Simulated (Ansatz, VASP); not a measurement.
P in VASP and in Ansatz

The input INCAR:

```
SYSTEM = P
PREC     = Accurate       ! precision mode
ENCUT    = 520            ! plane-wave cutoff, eV
EDIFF    = 1E-7           ! SCF threshold, eV
ISMEAR   = -1             ! smearing method
SIGMA    = 0.05           ! smearing width, eV
LREAL    = .False.        ! projectors in reciprocal space
LASPH    = .True.         ! aspherical terms in the spheres
NELM     = 100            ! most SCF steps
ALGO     = Normal         ! electronic algorithm
ISIF     = 2              ! what is computed and relaxed
LWAVE    = .False.        ! write WAVECAR
LCHARG   = .False.        ! write CHGCAR
GGA      = PS             ! functional
NBANDS   = 12             ! bands
```

Contents of KPOINTS:

```
regular mesh
0
Gamma
  6 6 6
  0 0 0
```

File POSCAR:

```
P
1.0
    1.7257251800      0.9963479000      3.1296800100
   -1.7257251800      0.9963479000      3.1296800100
    0.0000000000     -1.9926957900      3.1296800100
P
2
Direct
    0.2270802500      0.2270802500      0.2270802500
    0.7729197500      0.7729197500      0.7729197500
```

Input for Ansatz:

```yaml
crystal:
  lattice:
    - [1.72572518, 0.9963479, 3.12968001]
    - [-1.72572518, 0.9963479, 3.12968001]
    - [0.0, -1.99269579, 3.12968001]
  atoms:
    - { symbol: P, position: [0.22708025, 0.22708025, 0.22708025] }
    - { symbol: P, position: [0.77291975, 0.77291975, 0.77291975] }
kpoints:
  mp_grid:
    grid: [6, 6, 6]
    shift: [0.0, 0.0, 0.0]
hamiltonian:
  xc: pbesol
  pseudopotentials:
    kind: all_electron
    lapw: {}
scf:
  occupations:
    method: fermi_dirac
    width: 0.05
output:
  forces: true
  stress: true
  eigenvalues: true
```

Alike in both runs: task single point; functional PBEsol; k mesh 6 × 6 × 6; occupations fermi-dirac, width 0.05 eV; no spin polarisation.

|  | VASP | Ansatz |
| --- | --- | --- |
| version | VASP 6.6.1 | Ansatz 0.2.0 |
| potentials or method | VASP PAW PBE potentials, release 64 (P), cutoff 520 eV | all-electron (LAPW or listed datasets) |

|  | VASP | Ansatz | Ansatz less VASP |
| --- | --- | --- | --- |
| gap on the k mesh at the Fermi level (eV) | none | none | - |
| pressure (GPa) | -2.0 | -2.0 | +0.02 |
| traceless stress, the component that is largest in VASP (GPa) | -0.77 | -0.93 | -0.158 |
| rms of the force components (eV/Å) | 0.026 | 0.037 | +0.0114 |

VASP's potentials were made for PBE, not for PBEsol. Atom by atom the forces differ by 0.011 eV/Å (rms over components). A gap of «none» marks a metal or a gap that the smearing closes. Ansatz ran all-electron here, and VASP with PAW potentials.

The k mesh is coarse, so the values compare programs but aren't converged.
